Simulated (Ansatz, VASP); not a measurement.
**Si2F3: VASP beside Ansatz**

```
Si F
1.0
     4.24912    0.00000    0.00000
     0.00000    4.24912    0.00000
     0.00000    0.00000    4.24912
Si F
2 3
Direct
  0.00000 0.00000 0.00000
  0.50000 0.50000 0.50000
  0.00000 0.50000 0.50000
  0.50000 0.00000 0.50000
  0.50000 0.50000 0.00000
```

Alike in both runs: functional PBE; k mesh 4 × 4 × 4; occupations gaussian, width 0.1 eV; collinear spin.

Ansatz relaxed the structure, and its values are those at the end. VASP's run is a single point on that final structure, the one shown.

|  | VASP | Ansatz |
| --- | --- | --- |
| version | VASP 6.6.1 | Ansatz 0.2.0 |
| potentials or method | VASP PAW PBE potentials, release 64 (Si, F), cutoff 520 eV | scalar-relativistic, plane waves, PAW |
| valence electrons in the cell | 29 | 29 |

|  | VASP | Ansatz | Ansatz less VASP |
| --- | --- | --- | --- |
| gap on the k mesh at the Fermi level (eV) | none | none | - |
| pressure (GPa) | -0.5 | -0.3 | +0.18 |
| net moment per atom (μB) | 0.24 | 0.24 | 0.000 |
| size of the moment on the site where the two differ most (μB) | 0.36 | 0.63 | +0.269 |

Site moments also hang on the region over which each program counts them. A gap of «none» marks a metal or a gap that the smearing closes.

The k mesh is coarse, so the values compare programs but aren't converged.
